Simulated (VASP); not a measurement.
A run of VASP 6.6.1:

File INCAR:

```
SYSTEM = CoC
PREC     = Accurate       ! precision mode
ENCUT    = 520            ! plane-wave cutoff, eV
EDIFF    = 1E-6           ! SCF threshold, eV
ISMEAR   = -1             ! smearing method
SIGMA    = 0.05           ! smearing width, eV
LREAL    = .False.        ! projectors in reciprocal space
LASPH    = .True.         ! aspherical terms in the spheres
NELM     = 150            ! most SCF steps
ALGO     = Normal         ! electronic algorithm
ISIF     = 2              ! what is computed and relaxed
LWAVE    = .False.        ! write WAVECAR
LCHARG   = .False.        ! write CHGCAR
ISPIN    = 2              ! spin polarisation
MAGMOM   = 1.7 0          ! initial moments
LORBIT   = 11             ! projections on sites
LMAXMIX  = 4              ! l up to which the mixer works
GGA      = PS             ! functional
NBANDS   = 18             ! bands
```

KPOINTS

```
Automatic mesh
0
Gamma
  14 14 14
  0 0 0
```

File POSCAR:

```
CoC
1.0
    2.4451171350      0.0000000000      0.0000000000
    0.0000000000      2.4451171350      0.0000000000
    0.0000000000      0.0000000000      2.4451171350
Co C
1 1
Direct
    0.0000000000      0.0000000000      0.0000000000
    0.5000000000      0.5000000000      0.5000000000
```

Potentials or basis: VASP PAW PBE potentials, release 64 (Co, C).

Run with:

```sh
$ cat potpaw_PBE.64/Co/POTCAR potpaw_PBE.64/C/POTCAR > POTCAR
$ mpirun -np 1 vasp_std > vasp.out
```

Hardware: 1 thread of Intel(R) Xeon(R) Platinum 8488C (Sapphire Rapids), with other jobs on the host.

**Question.** How long does it take, and how much memory?

**Answer.** Run time: 37 s on 1 thread of Intel(R) Xeon(R) Platinum 8488C (Sapphire Rapids), on a shared host, peak memory 0.16 GiB. Counts: scf iterations 15, k points 120.
